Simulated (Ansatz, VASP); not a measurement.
Sb in VASP and in Ansatz

```
CELL_PARAMETERS angstrom
3.24906 0.00000 0.00000
0.00000 3.24906 0.00000
0.00000 0.00000 2.98914
ATOMIC_POSITIONS crystal
Sb 0.00000 0.00000 0.00000
```

Alike in both runs: task single point; functional PBEsol; k mesh 16 × 16 × 16; occupations gaussian, width 0.15 eV; no spin polarisation.

|  | VASP | Ansatz |
| --- | --- | --- |
| version | VASP 6.6.1 | Ansatz 0.2.0 |
| potentials or method | VASP PAW PBE potentials, release 64 (Sb), cutoff 520 eV | scalar-relativistic, plane waves, PAW |
| valence electrons in the cell | 5 | 15 |

```csv
,VASP,Ansatz,Ansatz less VASP
gap on the k mesh at the Fermi level (eV),none,none,-
pressure (GPa),-4.1,-4.2,-0.05
"traceless stress, the component that is largest in VASP (GPa)",5.67,5.60,-0.066
```

VASP's potentials were made for PBE, not for PBEsol. A gap of «none» marks a metal or a gap that the smearing closes. With one functional, cell and mesh, what is left measures potentials, basis and numerics. VASP's potentials hold 5 valence electrons a cell and Ansatz's 15, so a difference there can come from the potentials and not from the codes.

Spin-orbit coupling is off throughout.
